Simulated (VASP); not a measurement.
Here is a VASP 6.6.1 calculation.

INCAR

```
PREC = Accurate
ENCUT = 520
EDIFF = 1E-6
ISMEAR = -1
SIGMA = 0.1
LREAL = F
LASPH = T
NELM = 100
ALGO = Normal
ISIF = 2
LWAVE = F
LCHARG = F
GGA = B5
ALDAX = 1.0
AGGAX = 1.0
AGGAC = 1.0
ALDAC = 0.0
NBANDS = 19
```

Contents of KPOINTS:

```
regular mesh
0
Gamma
  14 14 14
```

The input POSCAR:

```
Zr
1.0
    0.0000000000      3.3559276253      3.3559276253
    3.3559276253      0.0000000000      3.3559276253
    3.3559276253      3.3559276253      0.0000000000
Zr
2
Direct
    0.1250000000      0.1250000000      0.1250000000
    0.8750000000      0.8750000000      0.8750000000
```

Potentials or basis: VASP PAW PBE potentials, release 64 (Zr_sv).

The run is started by

```sh
$ cat potpaw_PBE.64/Zr_sv/POTCAR > POTCAR
$ mpirun -np 1 vasp_std > vasp.out
```

Q: Predict the pressure.

A: -2.2 GPa.

Q: Predict the band gap on the k mesh.

A: Zero (bands 12 and 13 overlap by 0.14 eV).

Caveat: the PAW data sets were made with another functional, which shifts forces and pressure a little.
